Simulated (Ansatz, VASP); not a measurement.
Two plane-wave programs on C

The input INCAR:

```
  PREC = Accurate
  ENCUT = 520
  EDIFF = 1E-7
  ISMEAR = 0
  SIGMA = 0.1
  LREAL = False
  LASPH = True
  NELM = 80
  ALGO = Normal
  ISIF = 2
  LWAVE = False
  LCHARG = False
  GGA = PE
  NBANDS = 36
```

The input KPOINTS:

```
Automatic mesh
0
Gamma
  4 4 6
```

Contents of POSCAR:

```
C
1.0
    5.4364656900      0.0000000000      0.0000000000
    0.0000000000      5.4364656900      0.0000000000
    0.0000000000      0.0000000000      2.9178317400
C
12
Direct
    0.3173196500      0.4490719300      0.0164258100
    0.6826803500      0.5509280700      0.0164258100
    0.4490719300      0.6826803500      0.9835741900
    0.5509280700      0.3173196500      0.9835741900
    0.8173196500      0.0509280700      0.5164258100
    0.1826803500      0.9490719300      0.5164258100
    0.9490719300      0.8173196500      0.4835741900
    0.0509280700      0.1826803500      0.4835741900
    0.5945652600      0.0945652600      0.2500000000
    0.4054347400      0.9054347400      0.2500000000
    0.0945652600      0.4054347400      0.7500000000
    0.9054347400      0.5945652600      0.7500000000
```

Input for Ansatz:

```yaml
crystal:
  lattice:
    - [5.43646569, 0.0, 0.0]
    - [0.0, 5.43646569, 0.0]
    - [0.0, 0.0, 2.91783174]
  atoms:
    - { symbol: C, position: [0.31731965, 0.44907193, 0.01642581] }
    - { symbol: C, position: [0.68268035, 0.55092807, 0.01642581] }
    - { symbol: C, position: [0.44907193, 0.68268035, 0.98357419] }
    - { symbol: C, position: [0.55092807, 0.31731965, 0.98357419] }
    - { symbol: C, position: [0.81731965, 0.05092807, 0.51642581] }
    - { symbol: C, position: [0.18268035, 0.94907193, 0.51642581] }
    - { symbol: C, position: [0.94907193, 0.81731965, 0.48357419] }
    - { symbol: C, position: [0.05092807, 0.18268035, 0.48357419] }
    - { symbol: C, position: [0.59456526, 0.09456526, 0.25] }
    - { symbol: C, position: [0.40543474, 0.90543474, 0.25] }
    - { symbol: C, position: [0.09456526, 0.40543474, 0.75] }
    - { symbol: C, position: [0.90543474, 0.59456526, 0.75] }
basis:
  ecutwfc: 420
kpoints:
  mp_grid: { grid: [4, 4, 6] }
hamiltonian:
  xc: pbe
scf:
  occupations: { method: gaussian, width: 0.1 }
  lower_state_search: "off"
output:
  forces: true
  stress: true
  eigenvalues: true
```

Alike in both runs: task single point; functional PBE; k mesh 4 × 4 × 6; occupations gaussian, width 0.1 eV; no spin polarisation.

```csv
,VASP,Ansatz
version,VASP 6.6.1,Ansatz 0.2.0
potentials or method,"VASP PAW PBE potentials, release 64 (C), cutoff 520 eV","scalar-relativistic, plane waves, PAW"
valence electrons in the cell,48,48
```

```csv
,VASP,Ansatz,Ansatz less VASP
gap on the k mesh at the Fermi level (eV),none,none,-
pressure (GPa),8.1,7.6,-0.54
"traceless stress, the component that is largest in VASP (GPa)",-5.24,-4.75,+0.494
rms of the force components (eV/Å),2.195,2.197,+0.0024
```

Atom by atom the forces differ by 0.025 eV/Å (rms over components). A gap of «none» marks a metal or a gap that the smearing closes.
